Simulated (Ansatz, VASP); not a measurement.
# NaH: VASP beside Ansatz

```xyz
4
Lattice="0.0000 2.4151 2.4151 2.4151 2.4151 0.0000 -2.4151 4.8302 -2.4151" Properties=species:S:1:pos:R:3 pbc="T T T"
Na    0.0000    4.8302    0.0000
Na    0.0000    0.0000    0.0000
H     0.0000    7.2453    0.0000
H     0.0000    2.4151    0.0000
```

Alike in both runs: task single point; functional PBE; k mesh 6 × 6 × 6; occupations gaussian, width 0.1 eV; no spin polarisation.

```csv
,VASP,Ansatz
version,VASP 6.6.1,Ansatz 0.2.0
potentials or method,"VASP PAW PBE potentials, release 64 (Na_pv, H), cutoff 500 eV","scalar-relativistic, plane waves, PAW"
valence electrons in the cell,16,20
```

|  | VASP | Ansatz | Ansatz less VASP |
| --- | --- | --- | --- |
| gap on the k mesh at the Fermi level (eV) | 3.81 | 3.81 | +0.002 |
| least direct gap on the mesh (eV) | 3.94 | 3.94 | +0.001 |
| pressure (GPa) | 0.0 | 0.0 | +0.07 |

VASP's potentials hold 16 valence electrons a cell and Ansatz's 20, so a difference there can come from the potentials and not from the codes.
